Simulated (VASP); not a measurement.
# BaTiO3 (Amm2) in VASP: a series of runs, part 2 of 2

VASP 6.6.1. Earlier steps stand in the parts before.

**3. Electric field gradients, PBEsol**

INCAR reads:

```
  ALGO = Normal
  EDIFF = 1E-8
  ENCUT = 520
  GGA = PS
  ISIF = 2
  ISMEAR = -1
  LASPH = T
  LCHARG = F
  LEFG = T
  LREAL = F
  LWAVE = F
  NBANDS = 28
  NELM = 80
  PREC = Accurate
  SIGMA = 0.02
```

KPOINTS reads:

```
k-points
0
Gamma
  8 8 8
```

POSCAR reads:

```
BaTiO3
1.0
    3.9841000000      0.0000000000      0.0000000000
    0.0000000000      2.8370500000      2.8458000000
    0.0000000000     -2.8370500000      2.8458000000
Ba Ti O
1 1 3
Direct
    0.0000000000      0.0067088399      0.0067088399
    0.5000000000      0.5202859281      0.5202859281
    0.0000000000      0.4918037738      0.4918037738
    0.5000000000      0.4932314397      0.9841900185
    0.5000000000      0.9841900185      0.4932314397
```

Potentials or basis: VASP PAW PBE potentials, release 64 (Ba_sv, Ti_sv, O).

Started as:

```
$ cat potpaw_PBE.64/Ba_sv/POTCAR potpaw_PBE.64/Ti_sv/POTCAR potpaw_PBE.64/O/POTCAR > POTCAR
$ mpirun -np 1 vasp_std > vasp.out
```

OUTCAR:

```text
EDIFF = 1E-8
   ENCUT = 520
   GGA = PS
   ISIF = 2
   ISMEAR = -1
   LASPH = T
   LREAL = F
   NELM = 80
   PREC = Accurate

 ion  position               nearest neighbor table
   1  0.000  0.007  0.007-   3 2.76   4 2.79   5 2.79   4 2.79   5 2.79   3 2.84   3 2.84   5 2.87
                             4 2.87   5 2.87   4 2.87   3 2.93   2 3.41   2 3.41   2 3.47   2 3.47
   2  0.500  0.520  0.520-   4 1.87   5 1.87   3 2.00   3 2.00   5 2.16   4 2.16   1 3.41   1 3.41
                             1 3.47   1 3.47   1 3.47   1 3.47   1 3.54   1 3.54
   3  0.000  0.492  0.492-   2 2.00   2 2.00   1 2.76   1 2.84   1 2.84   1 2.93
   4  0.500  0.493  0.984-   2 1.87   2 2.16   1 2.79   1 2.79   1 2.87   1 2.87
   5  0.500  0.984  0.493-   2 1.87   2 2.16   1 2.79   1 2.79   1 2.87   1 2.87

  LATTYP: Found a base centered orthorhombic cell.
 ALAT       =     5.6741000000
 B/A-ratio  =     1.0030841896
 C/A-ratio  =     0.7021554079

  Lattice vectors:

 A1 = (   0.0000000000,   2.8370500000,  -2.8458000000)
 A2 = (   0.0000000000,   2.8370500000,   2.8458000000)
 A3 = (   3.9841000000,   0.0000000000,   0.0000000000)

Analysis of symmetry for initial positions (statically):
=====================================================================
 Subroutine PRICEL returns:
 Original cell was already a primitive cell.

 Routine SETGRP: Setting up the symmetry group for a
 base centered orthorhombic supercell.

 Subroutine GETGRP returns: Found  4 space group operations
 (whereof  4 operations were pure point group operations)
 out of a pool of  8 trial point group operations.

The static configuration has the point symmetry C_2v.

Analysis of symmetry for dynamics (positions and initial velocities):
[... 924 lines left out ...]
  Total       -0.5184189     -0.0310563      0.0454871      0.0000000      0.0000000      0.0000000
  in kB      -12.9109988     -0.7734431      1.1328377      0.0000000      0.0000000      0.0000000
  external PRESSURE =      -4.1838681 kB  Pullay stress =       0.0000000 kB

 VOLUME and BASIS-vectors are now :
 -----------------------------------------------------------------------------
  energy-cutoff  :      520.00
  volume of cell :       64.33
      direct lattice vectors                 reciprocal lattice vectors
     3.984100000  0.000000000  0.000000000     0.250997716  0.000000000  0.000000000
     0.000000000  2.837050000  2.845800000     0.000000000  0.176239404  0.175697519
     0.000000000 -2.837050000  2.845800000     0.000000000 -0.176239404  0.175697519

 POSITION                                       TOTAL-FORCE (eV/Angst)
 -----------------------------------------------------------------------------------
      0.00000      0.00000      0.03818         0.000000      0.000000     -0.010097
      1.99205      0.00000      2.96126         0.000000      0.000000     -0.019178
      0.00000      0.00000      2.79915         0.000000      0.000000      0.021935
      1.99205     -1.39287      4.20445         0.000000      0.016015      0.003670
      1.99205      1.39287      4.20445         0.000000     -0.016015      0.003670
 -----------------------------------------------------------------------------------
    total drift:                                0.000000      0.000000      0.000053

  FREE ENERGIE OF THE ION-ELECTRON SYSTEM (eV)
  ---------------------------------------------------
  free  energy   TOTEN  =       -42.0056224649 eV

  energy  without entropy=      -42.0056224649  energy(sigma->0) =      -42.00562246

 Electric field gradients (V/A^2)
---------------------------------------------------------------------
 ion       V_xx      V_yy      V_zz      V_xy      V_xz      V_yz
---------------------------------------------------------------------
   1       5.420    -3.894    -1.526     0.000     0.000     0.000
   2      -1.372    -6.455     7.826     0.000     0.000     0.000
   3      25.659   -12.591   -13.068    -0.000    -0.000     0.000
   4      -8.216     2.861     5.355    -0.000    -0.000   -12.541
   5      -8.216     2.861     5.355    -0.000    -0.000    12.541
---------------------------------------------------------------------

 Electric field gradients after diagonalization (V/A^2)
 (convention: |V_zz| > |V_xx| > |V_yy|)
----------------------------------------------------------------------
 ion       V_xx      V_yy      V_zz     asymmetry (V_yy - V_xx)/ V_zz
----------------------------------------------------------------------
   1      -3.894    -1.526     5.420       0.437
   2      -6.455    -1.372     7.826       0.649
   3     -13.068   -12.591    25.659       0.019
   4      -8.495    -8.216    16.711       0.017
   5      -8.495    -8.216    16.711       0.017
----------------------------------------------------------------------

           NMR quadrupolar parameters

 Cq : quadrupolar parameter    Cq=e*Q*V_zz/h
 eta: asymmetry parameters     (V_yy - V_xx)/ V_zz
 Q  : nuclear electric quadrupole moment in mb (millibarn)
----------------------------------------------------------------------
 ion       Cq(MHz)       eta       Q (mb)
----------------------------------------------------------------------
   1       0.013       0.437       1.000
   2       0.019       0.649       1.000
   3       0.062       0.019       1.000
   4       0.040       0.017       1.000
   5       0.040       0.017       1.000
----------------------------------------------------------------------
```

OSZICAR:

```text
N       E                     dE             d eps       ncg     rms          rms(c)
DAV:   1     0.434907690635E+03    0.43491E+03   -0.20897E+04  5880   0.155E+03
DAV:   2    -0.549595940731E+01   -0.44040E+03   -0.41899E+03  6716   0.429E+02
DAV:   3    -0.497978321241E+02   -0.44302E+02   -0.43875E+02  8140   0.134E+02
DAV:   4    -0.519718861367E+02   -0.21741E+01   -0.21689E+01  8808   0.253E+01
DAV:   5    -0.520342527660E+02   -0.62367E-01   -0.62351E-01  7992   0.341E+00    0.233E+01
DAV:   6    -0.422269342506E+02    0.98073E+01   -0.52457E+01  8656   0.666E+01    0.994E+00
DAV:   7    -0.421782933205E+02    0.48641E-01   -0.98991E+00  7976   0.228E+01    0.712E+00
DAV:   8    -0.419982131694E+02    0.18008E+00   -0.78507E-01  7236   0.839E+00    0.297E+00
DAV:   9    -0.420263638321E+02   -0.28151E-01   -0.23595E-01  8140   0.346E+00    0.135E+00
DAV:  10    -0.420063994848E+02    0.19964E-01   -0.11270E-01  6812   0.358E+00    0.337E-01
DAV:  11    -0.420057293593E+02    0.67013E-03   -0.57181E-03  7712   0.556E-01    0.680E-02
DAV:  12    -0.420056582604E+02    0.71099E-04   -0.28312E-04  6896   0.127E-01    0.479E-02
DAV:  13    -0.420056218555E+02    0.36405E-04   -0.25265E-04  7340   0.162E-01    0.154E-02
DAV:  14    -0.420056231905E+02   -0.13350E-05   -0.32245E-05  7300   0.408E-02    0.721E-03
DAV:  15    -0.420056233063E+02   -0.11573E-06   -0.93303E-06  8224   0.271E-02    0.929E-03
DAV:  16    -0.420056228050E+02    0.50122E-06   -0.57352E-06  7996   0.235E-02    0.493E-03
DAV:  17    -0.420056224725E+02    0.33254E-06   -0.14531E-06  7572   0.124E-02    0.738E-04
DAV:  18    -0.420056224649E+02    0.75634E-08   -0.44145E-08  6928   0.162E-03
   1 F= -.42005622E+02 E0= -.42005622E+02  d E =-.688317E-13
```

stdout:

```text
POSCAR found type information on POSCAR BaTiO
 POSCAR found :  3 types and       5 ions
 scaLAPACK will be used
 -----------------------------------------------------------------------------
|                                                                             |
|                                                                             |
|     You enforced a specific xc type in the INCAR file but a different       |
|     I HOPE YOU KNOW WHAT YOU ARE DOING!                                     |
|                                                                             |
 -----------------------------------------------------------------------------

 LDA part: xc-table for (Slater+PW92), standard interpolation
 POSCAR, INCAR and KPOINTS ok, starting setup
 FFT: planning ... GRIDC
 FFT: planning ... GRID_SOFT
 FFT: planning ... GRID
 WAVECAR not read
 entering main loop
ion   1

ion   2

ion   3

ion   4

ion   5
```

It took 5.4 min on 1 thread of Intel Xeon 8259CL, shared host; peak memory 0.31 GiB.

Results:

```
Free energy                             : -42.0056 eV
Pressure                                : -0.4 GPa
Largest force                           : 0.022 eV/Å
Band gap on the k mesh                  : 2.08 eV (least direct gap 2.44 eV)
Largest electric field gradient by atom : Ba +5.4; Ti +7.8; O +25.7, +16.7 (each value once) V/Å²
```

Forces on the atoms (eV/Å):
```
Ba   0.000  0.000 -0.010
Ti   0.000  0.000 -0.019
O    0.000  0.000  0.022
O    0.000  0.016  0.004
O    0.000 -0.016  0.004
```

Levels at points of the mesh, in eV from the valence-band top:
```csv
k point,band 16,band 17,band 18,band 19,band 20,band 21,band 22,band 23,band 24,band 25
"(0.00, 0.00, 0.00)",-1.34,-1.14,-0.47,-0.45,-0.37,2.08,2.24,2.36,4.30,4.40
"(0.50, 0.00, 0.00)",-2.18,-1.71,-1.60,-1.13,-1.00,2.48,3.62,3.76,4.35,5.94
"(0.00, 0.50, 0.00)",-1.92,-1.92,-1.76,-0.92,-0.78,2.30,3.71,3.74,4.31,6.12
"(0.50, 0.50, 0.00)",-2.70,-1.72,-0.96,-0.93,-0.09,3.72,3.76,4.09,4.89,7.70
"(0.00, 0.50, 0.50)",-2.79,-1.66,-0.88,-0.83,-0.22,3.72,3.75,4.06,5.06,7.72
"(0.50, 0.50, 0.50)",-2.45,-2.41,-0.14,-0.02,0.00,4.26,4.32,4.39,6.43,6.55
```

Electric field gradients, principal values (V/Å²):
```tsv
atom	least	middle	greatest (by size)
1 Ba	-1.526	-3.894	5.420
2 Ti	-1.372	-6.455	7.826
3 O	-12.591	-13.068	25.659
4 O	-8.216	-8.495	16.711
5 O	-8.216	-8.495	16.711
```

Caveat: without QUAD_EFG the Cq values of the log hold for a quadrupole moment of 1 mb, not for the nuclei; the PAW data sets were made with another functional, which shifts forces and pressure a little; spin-orbit coupling is left out, which moves the levels of the heavy elements.

**4. Electric field gradients, r2SCAN**

POSCAR is that of step 3.

INCAR.step1 reads:

```
PREC     = Accurate       # precision mode
ENCUT    = 520            # plane-wave cutoff, eV
ISMEAR   = -1             # smearing method
SIGMA    = 0.02           # smearing width, eV
LREAL    = F              # projectors in reciprocal space
LASPH    = T              # aspherical terms in the spheres
NELM     = 80             # most SCF steps
NBANDS   = 28             # bands
GGA      = PE             # functional
ALGO     = Normal         # electronic algorithm
EDIFF    = 1E-4           # SCF threshold, eV
LWAVE    = T              # write WAVECAR
LCHARG   = F              # write CHGCAR
```

INCAR.step2 reads:

```
PREC     = Accurate       # precision mode
ENCUT    = 520            # plane-wave cutoff, eV
EDIFF    = 1E-8           # SCF threshold, eV
ISMEAR   = -1             # smearing method
SIGMA    = 0.02           # smearing width, eV
LREAL    = F              # projectors in reciprocal space
LASPH    = T              # aspherical terms in the spheres
NELM     = 80             # most SCF steps
ALGO     = Normal         # electronic algorithm
ISIF     = 2              # what is computed and relaxed
LWAVE    = F              # write WAVECAR
LCHARG   = F              # write CHGCAR
METAGGA  = R2SCAN         # meta-GGA
LMIXTAU  = T            
LEFG     = T            
NBANDS   = 28             # bands
ISTART   = 1
```

KPOINTS reads:

```
Automatic mesh
0
Gamma
  8 8 8
```

Potentials or basis: VASP PAW PBE potentials, release 64 (Ba_sv, Ti_sv, O).

Started as:

```
$ cat potpaw_PBE.64/Ba_sv/POTCAR potpaw_PBE.64/Ti_sv/POTCAR potpaw_PBE.64/O/POTCAR > POTCAR
$ cp INCAR.step1 INCAR
$ mpirun -np 1 vasp_std > vasp.out
$ cp INCAR.step2 INCAR
$ mpirun -np 1 vasp_std > vasp.out
```

OUTCAR:

```text
PREC = Accurate
   ENCUT = 520
   EDIFF = 1E-8
   ISMEAR = -1
   LREAL = F
   LASPH = T
   NELM = 80
   ISIF = 2
   METAGGA = R2SCAN
   ISTART = 1

 ion  position               nearest neighbor table
   1  0.000  0.007  0.007-   3 2.76   4 2.79   5 2.79   4 2.79   5 2.79   3 2.84   3 2.84   5 2.87
                             4 2.87   5 2.87   4 2.87   3 2.93   2 3.41   2 3.41   2 3.47   2 3.47
   2  0.500  0.520  0.520-   4 1.87   5 1.87   3 2.00   3 2.00   5 2.16   4 2.16   1 3.41   1 3.41
                             1 3.47   1 3.47   1 3.47   1 3.47   1 3.54   1 3.54
   3  0.000  0.492  0.492-   2 2.00   2 2.00   1 2.76   1 2.84   1 2.84   1 2.93
   4  0.500  0.493  0.984-   2 1.87   2 2.16   1 2.79   1 2.79   1 2.87   1 2.87
   5  0.500  0.984  0.493-   2 1.87   2 2.16   1 2.79   1 2.79   1 2.87   1 2.87

  LATTYP: Found a base centered orthorhombic cell.
 ALAT       =     5.6741000000
 B/A-ratio  =     1.0030841896
 C/A-ratio  =     0.7021554079

  Lattice vectors:

 A1 = (   0.0000000000,   2.8370500000,  -2.8458000000)
 A2 = (   0.0000000000,   2.8370500000,   2.8458000000)
 A3 = (   3.9841000000,   0.0000000000,   0.0000000000)

Analysis of symmetry for initial positions (statically):
=====================================================================
 Subroutine PRICEL returns:
 Original cell was already a primitive cell.
[... 956 lines left out ...]
    total drift:                                0.000000      0.000000      0.004050

  FREE ENERGIE OF THE ION-ELECTRON SYSTEM (eV)
  ---------------------------------------------------
  free  energy   TOTEN  =       -74.2574768000 eV

  energy  without entropy=      -74.2574768000  energy(sigma->0) =      -74.25747680

 Electric field gradients (V/A^2)
---------------------------------------------------------------------
 ion       V_xx      V_yy      V_zz      V_xy      V_xz      V_yz
---------------------------------------------------------------------
   1       5.414    -4.413    -1.001    -0.000     0.000     0.000
   2      -2.869    -5.449     8.317    -0.000     0.000    -0.000
   3      31.539   -15.716   -15.822    -0.000     0.000    -0.000
   4     -11.532     4.993     6.539    -0.000    -0.000   -17.015
   5     -11.532     4.993     6.539     0.000    -0.000    17.015
---------------------------------------------------------------------

 Electric field gradients after diagonalization (V/A^2)
 (convention: |V_zz| > |V_xx| > |V_yy|)
----------------------------------------------------------------------
 ion       V_xx      V_yy      V_zz     asymmetry (V_yy - V_xx)/ V_zz
----------------------------------------------------------------------
   1      -4.413    -1.001     5.414       0.630
   2      -5.449    -2.869     8.317       0.310
   3     -15.822   -15.716    31.539       0.003
   4     -11.532   -11.267    22.798       0.012
   5     -11.532   -11.267    22.798       0.012
----------------------------------------------------------------------

           NMR quadrupolar parameters

 Cq : quadrupolar parameter    Cq=e*Q*V_zz/h
 eta: asymmetry parameters     (V_yy - V_xx)/ V_zz
 Q  : nuclear electric quadrupole moment in mb (millibarn)
----------------------------------------------------------------------
 ion       Cq(MHz)       eta       Q (mb)
----------------------------------------------------------------------
   1       0.013       0.630       1.000
   2       0.020       0.310       1.000
   3       0.076       0.003       1.000
   4       0.055       0.012       1.000
   5       0.055       0.012       1.000
----------------------------------------------------------------------
```

OSZICAR.step1:

```text
N       E                     dE             d eps       ncg     rms          rms(c)
DAV:   1     0.439395029393E+03    0.43940E+03   -0.20961E+04  5880   0.156E+03
DAV:   2    -0.409930632012E+01   -0.44349E+03   -0.42172E+03  6744   0.430E+02
DAV:   3    -0.484360794317E+02   -0.44337E+02   -0.43932E+02  8108   0.135E+02
DAV:   4    -0.506170462202E+02   -0.21810E+01   -0.21762E+01  8876   0.254E+01
DAV:   5    -0.506802850570E+02   -0.63239E-01   -0.63227E-01  7924   0.339E+00    0.236E+01
DAV:   6    -0.401692381829E+02    0.10511E+02   -0.56434E+01  8732   0.680E+01    0.100E+01
DAV:   7    -0.401607301717E+02    0.85080E-02   -0.10764E+01  8000   0.242E+01    0.711E+00
DAV:   8    -0.399865046244E+02    0.17423E+00   -0.62188E-01  7212   0.733E+00    0.359E+00
DAV:   9    -0.400224968187E+02   -0.35992E-01   -0.33929E-01  8680   0.499E+00    0.154E+00
DAV:  10    -0.399999709880E+02    0.22526E-01   -0.14489E-01  7036   0.400E+00    0.539E-01
DAV:  11    -0.399968023241E+02    0.31687E-02   -0.12983E-02  7400   0.705E-01    0.123E-01
DAV:  12    -0.399967541845E+02    0.48140E-04   -0.75859E-04  6780   0.188E-01
   1 F= -.39996754E+02 E0= -.39996754E+02  d E =-.784013E-13
```

It took 22 min on 1 thread of Intel Xeon 8259CL, shared host; peak memory 0.31 GiB.

What came out:

| Item | Value |
| --- | --- |
| Free energy | -74.2575 eV |
| Pressure | 2.8 GPa |
| Largest force | 0.121 eV/Å |
| Band gap on the k mesh | 2.52 eV (least direct gap 2.91 eV) |
| Largest electric field gradient by atom | Ba +5.4; Ti +8.3; O +31.5, +22.8 (each value once) V/Å² |

Forces in eV/Å, atoms in the order of the input:
```
Ba   0.000  0.000 -0.038
Ti   0.000  0.000 -0.121
O    0.000  0.000  0.059
O    0.000  0.003  0.051
O    0.000 -0.003  0.051
```

Stress tensor (GPa, compression positive):
```
1.98 0.00 0.00
0.00 3.18 0.00
0.00 0.00 3.39
```

Levels at points of the mesh, in eV from the valence-band top:
```csv
k point,band 18,band 19,band 20,band 21,band 22,band 23
"(0.00, 0.00, 0.00)",-0.46,-0.45,-0.38,2.52,2.67,2.78
"(0.50, 0.00, 0.00)",-1.57,-1.14,-1.04,2.89,3.99,4.15
"(0.00, 0.50, 0.00)",-1.73,-0.93,-0.81,2.72,4.09,4.11
"(0.50, 0.50, 0.00)",-0.97,-0.94,-0.09,4.09,4.14,4.49
"(0.00, 0.50, 0.50)",-0.89,-0.84,-0.22,4.10,4.12,4.46
"(0.50, 0.50, 0.50)",-0.14,-0.02,0.00,4.64,4.70,4.78
```

Electric field gradients, principal values (V/Å²):
```
atom    least   middle  greatest (by size)
1 Ba   -1.001   -4.413               5.414
2 Ti   -2.869   -5.449               8.317
 3 O  -15.716  -15.822              31.539
 4 O  -11.267  -11.532              22.798
 5 O  -11.267  -11.532              22.798
```

Caveat: without QUAD_EFG the Cq values of the log hold for a quadrupole moment of 1 mb, not for the nuclei; the PAW data sets were made with another functional, which shifts forces and pressure a little; spin-orbit coupling is left out, which moves the levels of the heavy elements. A k mesh can miss the band edges.

**5. The runs side by side**

```csv
level,potentials or basis,gap on the mesh (eV),pressure (GPa),largest force (eV/Å)
LDA,"VASP PAW LDA potentials, release 64 (Ba_sv, Ti_sv, O)",2.03,-4.9,0.07
PBEsol,"VASP PAW PBE potentials, release 64 (Ba_sv, Ti_sv, O)",2.08,-0.4,0.02
r2SCAN,"VASP PAW PBE potentials, release 64 (Ba_sv, Ti_sv, O)",2.52,2.8,0.12
```

Alike in all rows: task electric field gradients; no spin polarisation; cell as given; k mesh 8 × 8 × 8; cutoff (eV) 520; smearing fermi-dirac 0.02 eV.

Caveats: spin-orbit coupling is left out, which moves the levels of the heavy elements; the PAW data sets were made with another functional, which shifts forces and pressure a little (at least some runs); the cell stands under tension (at least some runs).

Absolute energies hang on the potentials; compare differences alone.
